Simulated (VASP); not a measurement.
Input of a VASP 6.6.1 run:

INCAR

```
SYSTEM = HgTe
PREC = Accurate
ENCUT = 500
EDIFF = 1E-6
ISMEAR = -1
SIGMA = 0.01
LREAL = .FALSE.
LASPH = .TRUE.
NELM = 120
ALGO = Normal
ISIF = 2
LWAVE = .FALSE.
LCHARG = .FALSE.
GGA = PE
NBANDS = 16
GGA_COMPAT = .FALSE.
```

Contents of KPOINTS:

```
Automatic mesh
0
G
  6 6 6
  0 0 0
```

The input POSCAR:

```
HgTe
1.0
    0.0000000000      3.1710554852      3.1710554852
    3.1710554852      0.0000000000      3.1710554852
    3.1710554852      3.1710554852      0.0000000000
Hg Te
1 1
Direct
    0.0000000000      0.0000000000      0.0000000000
    0.2500000000      0.2500000000      0.2500000000
```

Potentials or basis: VASP PAW PBE potentials, release 64 (Hg, Te).

The run is started by

```console
$ cat potpaw_PBE.64/Hg/POTCAR potpaw_PBE.64/Te/POTCAR > POTCAR
$ mpirun -np 1 vasp_std > vasp.out
```

Task: Predict the band gap on the k mesh.

Result: Zero (filled and empty bands touch).

Task: Predict the pressure.

Result: 7.2 GPa.

Caveat: spin-orbit coupling is left out, which moves the levels of the heavy elements.
